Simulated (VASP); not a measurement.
# Si62C (a cell with a defect) in VASP: notebook

The runs below take Si62C (a cell with a defect) through relaxation of the atoms, with PBEsol.

All numbers are computed with VASP 6.6.1; they aren't measurements. Logs are shortened: lines on timing, memory, paths and dates and some standing lists are left out, and cuts for length are marked.

**1. The cell of the first run**

The cell holds a defect, 63 atoms: a = 10.860 Å, b = 10.860 Å, c = 10.860 Å, α = 90.00°, β = 90.00°, γ = 90.00°.

**2. Relaxation of the atoms, PBEsol**

File INCAR:

```
ALGO = Normal
EDIFF = 1E-6
EDIFFG = -0.03
ENCUT = 520
GGA = PS
IBRION = 2
ISIF = 2
ISMEAR = -1
LASPH = T
LCHARG = F
LREAL = Auto
LUSENCCL = F
LWAVE = F
NELM = 60
NSW = 80
PREC = Accurate
SIGMA = 0.02
```

File KPOINTS:

```
k-points
0
Gamma
  1 1 1
```

File POSCAR:

```
Si62C
1.0
   10.8600000000      0.0000000000      0.0000000000
    0.0000000000     10.8600000000      0.0000000000
    0.0000000000      0.0000000000     10.8600000000
Si C
62 1
Direct
    0.5042792000     -0.0011933000     -0.0012361000
    0.6252724000      0.1244850000      0.1268591000
    0.7545719000      0.2531558000      0.0029960000
    0.8769143000      0.3725813000      0.1226190000
    0.7513536000      0.0018393000      0.2507442000
    0.8765787000      0.1243771000      0.3734374000
    0.0019110000      0.0000278000     -0.0011334000
    0.1244352000      0.1249431000      0.1269460000
    0.2490708000      0.2482364000     -0.0012977000
    0.3774792000      0.3760236000      0.1289330000
    0.4953014000      0.5022817000      0.0006669000
    0.6275800000      0.6204667000      0.1271058000
    0.7476825000      0.7523376000      0.0062889000
    0.8757541000      0.8718840000      0.1265021000
    0.2476308000      0.0003122000      0.2501653000
    0.3748253000      0.1246020000      0.3812990000
    0.5014554000      0.2470355000      0.2541044000
    0.6231366000      0.3768203000      0.3764862000
    0.7501629000      0.5013421000      0.2480259000
    0.8744252000      0.6254866000      0.3751518000
    0.5041057000      0.0015080000      0.5004675000
    0.6239558000      0.1239459000      0.6251806000
    0.7527090000      0.2508602000      0.4980886000
    0.7493167000     -0.0040493000      0.7528030000
    0.8805556000      0.1242716000      0.8766260000
   -0.0023763000      0.5029207000      0.0016000000
    0.1253320000      0.6222806000      0.1239153000
    0.2482735000      0.7498698000      0.0032739000
    0.3795833000      0.8729755000      0.1281339000
   -0.0081158000      0.2539920000      0.2517305000
    0.1221209000      0.3719248000      0.3689628000
    0.2522689000      0.5024350000      0.2469987000
    0.3775335000      0.6205758000      0.3771539000
    0.5004263000      0.7465003000      0.2508953000
    0.6235128000      0.8690627000      0.3770494000
   -0.0012282000     -0.0045150000      0.5007507000
    0.1273030000      0.1224572000      0.6252929000
    0.2544843000      0.2511229000      0.4998302000
    0.3726815000      0.3786319000      0.6258918000
    0.5013078000      0.5001449000      0.4998925000
    0.6241550000      0.6220548000      0.6260041000
    0.7517212000      0.7524946000      0.5006877000
    0.8756708000      0.8773508000      0.6233635000
    0.2463490000     -0.0006082000      0.7485373000
    0.3740757000      0.1252246000      0.8733017000
    0.4992470000      0.2492434000      0.7483749000
    0.6258995000      0.3767668000      0.8782851000
    0.8760304000      0.6293303000      0.8737936000
    0.0020912000      0.7536521000      0.2550740000
    0.1241766000      0.8754908000      0.3766332000
    0.0016878000      0.5016319000      0.4997685000
    0.1244852000      0.6213001000      0.6258681000
    0.2510706000      0.7522995000      0.4948287000
    0.3801691000      0.8693020000      0.6221065000
   -0.0019230000      0.2495400000      0.7537175000
    0.1238010000      0.3798052000      0.8725931000
    0.2547296000      0.4987062000      0.7471652000
    0.3707837000      0.6267155000      0.8736283000
    0.4974692000      0.7461461000      0.7498483000
    0.6246020000      0.8765837000      0.8784812000
   -0.0019931000      0.7487218000      0.7481490000
    0.1236930000      0.8778803000      0.8799952000
    0.8752435000      0.3747480000      0.6258452000
```

Potentials or basis: VASP PAW PBE potentials, release 64 (Si, C).

Run with:

```bash
> cat potpaw_PBE.64/Si/POTCAR potpaw_PBE.64/C/POTCAR > POTCAR
> mpirun -np 1 vasp_gam > vasp.out
```

OUTCAR:

```text
EDIFF = 1E-6
   EDIFFG = -0.03
   ENCUT = 520
   GGA = PS
   IBRION = 2
   ISIF = 2
   ISMEAR = -1
   LASPH = T
   LREAL = Auto
   NELM = 60
   NSW = 80
   PREC = Accurate

 ion  position               nearest neighbor table
   1  0.504  0.999  0.999-  60 2.28   2 2.35  29 2.38  45 2.40
   2  0.625  0.124  0.127-   5 2.34  17 2.34   1 2.35   3 2.39
   3  0.755  0.253  0.003-   4 2.27  47 2.36  25 2.39   2 2.39
   4  0.877  0.373  0.123-   3 2.27  30 2.28  26 2.33  19 2.39
   5  0.751  0.002  0.251-   6 2.32   2 2.34  14 2.37  35 2.43
   6  0.877  0.124  0.373-  30 2.30   5 2.32  23 2.35  36 2.37
[... 43 lines left out ...]
  50  0.124  0.875  0.377-  49 2.29  53 2.31  36 2.32  15 2.35
  51  0.002  0.502  0.500-  52 2.31  20 2.36  63 2.38  31 2.39
  52  0.124  0.621  0.626-  51 2.31  57 2.35  61 2.36  53 2.44
  53  0.251  0.752  0.495-  50 2.31  54 2.34  33 2.36  52 2.44
  54  0.380  0.869  0.622-  59 2.31  53 2.34  21 2.37  44 2.45
  55  0.998  0.250  0.754-  25 2.29  56 2.35  63 2.36  37 2.41
  56  0.124  0.380  0.873-  55 2.35  57 2.35  26 2.37   9 2.40
  57  0.255  0.499  0.747-  39 2.25  58 2.33  52 2.35  56 2.35
  58  0.371  0.627  0.874-  59 2.32  57 2.33  28 2.35  11 2.36
  59  0.497  0.746  0.750-  54 2.31  58 2.32  41 2.35  60 2.42
  60  0.625  0.877  0.878-   1 2.28  24 2.32  13 2.35  59 2.42
  61  0.998  0.749  0.748-  48 2.30  43 2.36  52 2.36  62 2.43
  62  0.124  0.878  0.880-   7 2.27  44 2.36  28 2.36  61 2.43
  63  0.875  0.375  0.626-  23 2.35  55 2.36  51 2.38

  LATTYP: Found a simple cubic cell.
 ALAT       =    10.8600000000

  Lattice vectors:

 A1 = (  10.8600000000,   0.0000000000,   0.0000000000)
 A2 = (   0.0000000000,  10.8600000000,   0.0000000000)
 A3 = (   0.0000000000,   0.0000000000,  10.8600000000)

Analysis of symmetry for initial positions (statically):
=====================================================================
 Subroutine PRICEL returns:
 Original cell was already a primitive cell.

 Routine SETGRP: Setting up the symmetry group for a
 simple cubic supercell.

 Subroutine GETGRP returns: Found  1 space group operations
 (whereof  1 operations were pure point group operations)
 out of a pool of 48 trial point group operations.

The static configuration has the point symmetry C_1 .

Analysis of symmetry for dynamics (positions and initial velocities):
=====================================================================
 Subroutine PRICEL returns:
 Original cell was already a primitive cell.

 Routine SETGRP: Setting up the symmetry group for a
 simple cubic supercell.

 Subroutine GETGRP returns: Found  1 space group operations
 (whereof  1 operations were pure point group operations)
 out of a pool of 48 trial point group operations.

The dynamic configuration has the point symmetry C_1 .

 Subroutine INISYM returns: Found  1 space group operations
 (whereof  1 operations are pure point group operations),
 and found     1 'primitive' translations

----------------------------------------------------------------------------------------

                                     Primitive cell

  volume of cell :    1280.8241

  direct lattice vectors                    reciprocal lattice vectors
    10.860000000  0.000000000  0.000000000     0.092081031  0.000000000  0.000000000
     0.000000000 10.860000000  0.000000000     0.000000000  0.092081031  0.000000000
     0.000000000  0.000000000 10.860000000     0.000000000  0.000000000  0.092081031

  length of vectors
    10.860000000 10.860000000 10.860000000     0.092081031  0.092081031  0.092081031

  position of ions in fractional coordinates (direct lattice)
     0.504279200  0.998806700  0.998763900
     0.625272400  0.124485000  0.126859100
     0.754571900  0.253155800  0.002996000
     0.876914300  0.372581300  0.122619000
     0.751353600  0.001839300  0.250744200
     0.876578700  0.124377100  0.373437400
[... 55 lines left out ...]
     0.123693000  0.877880300  0.879995200
     0.875243500  0.374748000  0.625845200
[... 87 lines left out ...]

 Subroutine IBZKPT returns following result:
 ===========================================

 Found      1 irreducible k-points:

 Following reciprocal coordinates:
            Coordinates               Weight
  0.000000  0.000000  0.000000      1.000000
   k-points           NKPTS =      1   k-points in BZ     NKDIM =      1   number of bands    NBANDS=    158
   number of dos      NEDOS =    301   number of ions     NIONS =     63
   total plane-waves  NPLWV = 592704
   dimension x,y,z NGX =    84 NGY =   84 NGZ =   84
   dimension x,y,z NGXF=   168 NGYF=  168 NGZF=  168
   ions per type =              62   1
   NGX,Y,Z   is equivalent  to a cutoff of  12.86, 12.86, 12.86 a.u.
   NGXF,Y,Z  is equivalent  to a cutoff of  25.72, 25.72, 25.72 a.u.
 SYSTEM =  unknown system
   PREC   = accura    normal or accurate (medium, high low for compatibility)
   ISTART =      0    job   : 0-new  1-cont  2-samecut
   ICHARG =      2    charge: 1-file 2-atom 10-const
   ISPIN  =      1    spin polarized calculation?
   LNONCOLLINEAR =      F non collinear calculations
   LSORBIT =      F    spin-orbit coupling
   LASPH  =      T    aspherical Exc in radial PAW
   ENCUT  =  520.0 eV  38.22 Ry    6.18 a.u.  20.19 20.19 20.19*2*pi/ulx,y,z
   NELM   =     60;   NELMIN=  2; NELMDL= -5     # of ELM steps
   EDIFF  = 0.1E-05   stopping-criterion for ELM
   LREAL  =      T    real-space projection
   EDIFFG = -.3E-01   stopping-criterion for IOM
   NSW    =     80    number of steps for IOM
   IBRION =      2    ionic relax: 0-MD 1-quasi-New 2-CG
   NFREE  =      1    steps in history (QN), initial steepest desc. (CG)
   ISIF   =      2    stress and relaxation
   ISYM   =      2    0-nonsym 1-usesym 2-fastsym
   POTIM  = 0.5000    time-step for ionic-motion
   TEBEG  =    0.0;   TEEND  =   0.0 temperature during run
   PSTRESS=    0.0 pullay stress
   NELECT =     252.0000    total number of electrons
   NUPDOWN=      -1.0000    fix difference up-down
   EMIN   =  10.00;   EMAX   =-10.00  energy-range for DOS
   EFERMI =   0.00;   METHOD = LEGACY
   ISMEAR =    -1;   SIGMA  =   0.02  broadening in eV -4-tet -1-fermi 0-gaus
   EFERMI_NEDOS =   21; number of points for ismear=-14 and -15
   IALGO  =     38    algorithm
   IMIX   =      4    mixing-type and parameters
     AMIX     =   0.40;   BMIX     =  1.00
     AMIX_MAG =   1.60;   BMIX_MAG =  1.00
  volume/ion in A,a.u.               =      20.33       137.20
  Fermi-wavevector in a.u.,A,eV,Ry     =   0.952164  1.799329 12.335269  0.906617
  Thomas-Fermi vector in A             =   2.080702
   LORBIT       =      0    0 simple, 1 ext, 2 COOP (PROOUT), +10 PAW based schemes
   GGA     = PS    functional components
   LHFCALC =     F    Hartree Fock is set to
   AEXX    =    0.0000 exact exchange contribution
   IVDW    =     0    specifies the selected vdW correction
   LEPSILON=     F    determine dielectric tensor
   LRPA    =     F    only Hartree local field effects (RPA)
 conjugate gradient relaxation of ions
 non-spin polarized calculation
  energy-cutoff  :      520.00
  volume of cell :     1280.82
 maximum number of plane-waves:     17229
 NGX is ok and might be reduce to    84
   NGX = 41   NGY = 41   NGZ = 41

--------------------------------------- Ionic step        1  -------------------------------------------

 number of electron     251.9999998 magnetization

 Free energy of the ion-electron system (eV)
  ---------------------------------------------------
  ext. energy  EPLUGINS =         0.00000000
  ---------------------------------------------------
  free energy    TOTEN  =      -351.37129275 eV

  energy without entropy =     -351.34882478  energy(sigma->0) =     -351.36005877

------------------------ aborting loop because EDIFF is reached ----------------------------------------

  FORCE on cell =-STRESS in cart. coord.  units (eV):
  Direction    XX          YY          ZZ          XY          YZ          ZX
  --------------------------------------------------------------------------------------
  -------------------------------------------------------------------------------------
  Total       -0.7306069     -1.0219388     -0.5442664     -4.3278270      2.8096569     -0.1038890
  in kB       -0.9139131     -1.2783389     -0.6808205     -5.4136603      3.5145878     -0.1299543
  external PRESSURE =      -0.9576908 kB  Pullay stress =       0.0000000 kB
[... 272 lines left out ...]
  FREE ENERGIE OF THE ION-ELECTRON SYSTEM (eV)
  ---------------------------------------------------
  free  energy   TOTEN  =      -353.2629705592 eV

  energy  without entropy=     -353.2374378360  energy(sigma->0) =     -353.25020420

[... ionic steps 4 to 26 ...]

--------------------------------------- Ionic step       27  -------------------------------------------

 number of electron     251.9999988 magnetization

------------------------ aborting loop because EDIFF is reached ----------------------------------------
[... 189 lines left out ...]
--------------------------------------- Ionic step       29  -------------------------------------------

 number of electron     251.9999988 magnetization

 Free energy of the ion-electron system (eV)
  ---------------------------------------------------
  ext. energy  EPLUGINS =         0.00000000
  ---------------------------------------------------
  free energy    TOTEN  =      -355.29555945 eV

  energy without entropy =     -355.29466723  energy(sigma->0) =     -355.29511334

 E-fermi :   5.9626     XC(G=0):  -9.4520

 val. band max:        5.8312928303   @ k =   0.0000   0.0000   0.0000
 cond. band min:       6.1046888201   @ k =   0.0000   0.0000   0.0000
 fundamental gap:      0.2733959898
 Fermi energy:         5.9626020489

 k-point     1 :       0.0000    0.0000    0.0000
  band No.  band energies     occupation
      1      -6.6863      2.00000
      2      -6.1162      2.00000
      3      -5.2640      2.00000
      4      -5.2633      2.00000
      5      -5.2465      2.00000
      6      -5.2439      2.00000
[... 130 lines left out ...]
    137       6.6532      0.00000
    138       6.8092      0.00000
 [bands above 138 left out]

------------------------ aborting loop because EDIFF is reached ----------------------------------------

  FORCE on cell =-STRESS in cart. coord.  units (eV):
  Direction    XX          YY          ZZ          XY          YZ          ZX
  --------------------------------------------------------------------------------------
  -------------------------------------------------------------------------------------
  Total       -7.1903220     -7.2079145     -7.4909430     -8.4087995      8.3998382     -8.4144356
  in kB       -8.9943430     -9.0163494     -9.3703885    -10.5185313     10.5073216    -10.5255815
  external PRESSURE =      -9.1270270 kB  Pullay stress =       0.0000000 kB
[... 78 lines left out ...]
  FREE ENERGIE OF THE ION-ELECTRON SYSTEM (eV)
  ---------------------------------------------------
  free  energy   TOTEN  =      -355.2955594472 eV

  energy  without entropy=     -355.2946672344  energy(sigma->0) =     -355.29511334

 reached required accuracy - stopping structural energy minimisation
```

It took 11 min on 1 × NVIDIA H100 80GB with 1 thread of AMD EPYC 7R13 (Zen 3), shared host; peak memory 1.7 GiB.

What came out:

```yaml
Free_energy: -355.2956 eV
Energy_gained_by_relaxing: 62.3 meV/atom
Ionic_steps: 29
Pressure_after_relaxing: -0.9 GPa
Largest_force_after_relaxing: 0.018 eV/Å
```

Forces in eV/Å, atoms in the order of the input:
```
Si  -0.003 -0.013  0.004
Si  -0.004 -0.006  0.005
Si  -0.003  0.004  0.004
Si  -0.002 -0.003 -0.005
Si  -0.004 -0.005 -0.004
Si  -0.007  0.002  0.002
Si  -0.003 -0.003  0.002
Si   0.002 -0.001  0.002
Si   0.001  0.000  0.000
Si   0.003  0.002 -0.002
Si  -0.007 -0.001  0.004
Si  -0.004  0.000 -0.006
Si   0.002  0.003  0.005
Si   0.005  0.000  0.002
Si   0.007 -0.008 -0.014
Si   0.002  0.000  0.007
Si  -0.001 -0.006 -0.008
Si   0.003  0.002  0.000
Si  -0.002  0.005  0.004
Si  -0.005 -0.004  0.002
Si  -0.008 -0.007 -0.005
Si  -0.002  0.007  0.000
Si   0.008  0.004  0.007
Si  -0.003 -0.011  0.009
Si   0.002 -0.002  0.001
Si   0.000  0.008  0.001
Si   0.003  0.005  0.000
Si   0.010  0.001  0.004
Si   0.004 -0.003  0.001
Si  -0.002  0.007  0.004
Si  -0.007  0.003  0.003
Si   0.004  0.002 -0.002
Si  -0.001 -0.004 -0.005
Si  -0.002  0.007 -0.016
Si  -0.001  0.000 -0.005
Si  -0.003  0.002  0.010
Si  -0.007  0.008  0.003
Si   0.001  0.002  0.004
Si   0.002 -0.003  0.002
Si  -0.003  0.005 -0.004
Si   0.009 -0.008  0.010
Si  -0.001  0.000 -0.001
Si  -0.004  0.003 -0.004
Si   0.008 -0.007  0.006
Si  -0.004 -0.008 -0.001
Si   0.002  0.003  0.003
Si   0.008  0.010 -0.009
Si  -0.012 -0.011 -0.006
Si   0.006  0.006 -0.007
Si   0.001 -0.005 -0.002
Si  -0.002 -0.005  0.001
Si  -0.007  0.006 -0.002
Si   0.003  0.005 -0.005
Si   0.004  0.002  0.001
Si   0.002 -0.001  0.005
Si  -0.002 -0.002  0.004
Si   0.007  0.007  0.004
Si   0.009 -0.002  0.000
Si  -0.010  0.004  0.003
Si   0.000 -0.001 -0.004
Si   0.008  0.000  0.006
Si   0.003 -0.001 -0.004
C   -0.008  0.004 -0.012
```

Stress tensor (GPa, compression positive):
```
-0.90 -1.05 -1.05
-1.05 -0.90  1.05
-1.05  1.05 -0.94
```

Step by step:
```csv
step,energy change (eV),largest force (eV/Å),pressure (GPa)
1,0.0000,2.3918,-0.10
2,-1.7638,1.9047,-0.51
3,-1.8917,1.8138,-0.53
4,-2.9512,1.7418,-0.71
5,-3.2948,0.9756,-0.63
6,-3.3125,1.0131,-0.67
7,-3.6514,0.6570,-0.73
8,-3.6570,0.6255,-0.72
9,-3.7552,0.5020,-0.75
10,-3.7667,0.4946,-0.76
11,-3.8218,0.2853,-0.74
12,-3.8310,0.4026,-0.73
13,-3.8663,0.2828,-0.74
14,-3.8667,0.3531,-0.74
15,-3.8902,0.1415,-0.75
16,-3.8904,0.1872,-0.75
17,-3.9049,0.0940,-0.77
18,-3.9051,0.1075,-0.77
19,-3.9129,0.0751,-0.79
20,-3.9135,0.0711,-0.80
21,-3.9182,0.0477,-0.82
22,-3.9185,0.0649,-0.83
23,-3.9215,0.0455,-0.86
24,-3.9216,0.0476,-0.86
25,-3.9231,0.0589,-0.88
26,-3.9231,0.0615,-0.88
27,-3.9237,0.0696,-0.90
28,-3.9238,0.0378,-0.90
29,-3.9243,0.0176,-0.91
```

Caveat: the k points lie up to 0.58 Å⁻¹ apart; the PAW data sets were made with another functional, which shifts forces and pressure a little.

(Continued in part 2 of 2.)
